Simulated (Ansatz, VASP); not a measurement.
# KI in VASP and in Ansatz

```
K I
1.0
     0.00000    3.52455    3.52455
     3.52455    0.00000    3.52455
     3.52455    3.52455    0.00000
K I
1 1
Direct
  0.00000 0.00000 0.00000
  0.50000 0.50000 0.50000
```

Alike in both runs: task single point; functional PBEsol; k mesh 6 × 6 × 6; occupations gaussian, width 0.05 eV; no spin polarisation.

|  | VASP | Ansatz |
| --- | --- | --- |
| version | VASP 6.6.1 | Ansatz 0.2.0 |
| potentials or method | VASP PAW PBE potentials, release 64 (K_sv, I), cutoff 520 eV | scalar-relativistic, plane waves, PAW |
| valence electrons in the cell | 16 | 26 |

|  | VASP | Ansatz | Ansatz less VASP |
| --- | --- | --- | --- |
| gap on the k mesh at the Fermi level (eV) | 3.83 | 3.83 | +0.004 |
| least direct gap on the mesh (eV) | 3.83 | 3.83 | +0.004 |
| pressure (GPa) | -0.2 | -0.2 | -0.03 |

VASP's potentials were made for PBE, not for PBEsol. The functional is the same, so the differences come from potentials, cutoffs and numerics. VASP's potentials hold 16 valence electrons a cell and Ansatz's 26, so a difference there can come from the potentials and not from the codes.

Spin-orbit coupling is off throughout.
